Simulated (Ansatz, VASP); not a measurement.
**One calculation of Ni, two programs**

File POSCAR:

```
Ni
1.0
    0.0000000000      1.7669000000      1.7669000000
    1.7669000000      0.0000000000      1.7669000000
    1.7669000000      1.7669000000      0.0000000000
Ni
1
Direct
    0.0000000000      0.0000000000      0.0000000000
```

File INCAR.step1:

```
ALGO = Normal
EDIFF = 1E-4
ENCUT = 520
GGA = PE
ISMEAR = 1
ISPIN = 2
LASPH = True
LCHARG = False
LMAXMIX = 4
LREAL = False
LWAVE = True
MAGMOM = 2
NBANDS = 15
NELM = 150
PREC = Accurate
SIGMA = 0.15
```

INCAR.step2

```
ALGO = Normal
EDIFF = 1E-6
ENCUT = 520
ISIF = 2
ISMEAR = 1
ISPIN = 2
ISTART = 1
LASPH = True
LCHARG = False
LMAXMIX = 4
LMIXTAU = True
LORBIT = 11
LREAL = False
LWAVE = False
MAGMOM = 2
METAGGA = R2SCAN
NBANDS = 15
NELM = 150
PREC = Accurate
SIGMA = 0.15
```

File KPOINTS:

```
k-points
0
Gamma
  14 14 14
```

Input for Ansatz:

```yaml
crystal:
  lattice:
    - [0.0, 1.7669, 1.7669]
    - [1.7669, 0.0, 1.7669]
    - [1.7669, 1.7669, 0.0]
  atoms:
    - { symbol: Ni, position: [0.0, 0.0, 0.0], spin: 2.0 }
magnetization:
  spin_polarized: true
hamiltonian:
  xc: r2scan
  pseudopotentials: { kind: paw }
basis:
  ecutwfc: 500
kpoints:
  mp_grid: { grid: [14, 14, 14] }
scf:
  occupations: { method: methfessel_paxton, width: 0.15 }
  lower_state_search: "off"
  max_iter: 80
output:
  forces: true
  stress: true
```

Alike in both runs: task single point; functional r2SCAN; k mesh 14 × 14 × 14; occupations methfessel-paxton of order 1, width 0.15 eV; collinear spin.

```csv
,VASP,Ansatz
version,VASP 6.6.1,Ansatz 0.2.0
potentials or method,"VASP PAW PBE potentials, release 64 (Ni), cutoff 520 eV","PAW, plane waves, scalar-relativistic"
valence electrons in the cell,10,18
```

|  | VASP | Ansatz | Ansatz less VASP |
| --- | --- | --- | --- |
| pressure (GPa) | -8.7 | -9.2 | -0.49 |
| net moment per atom (μB) | 0.75 | 0.76 | +0.009 |
| size of the moment on the site where the two differ most (μB) | 0.78 | 0.83 | +0.054 |

VASP's potentials were made for PBE, not for r2SCAN. Site moments also hang on the region over which each program counts them. VASP's potentials hold 10 valence electrons a cell and Ansatz's 18, so a difference there can come from the potentials and not from the codes. Ansatz's warnings: stability check not made.
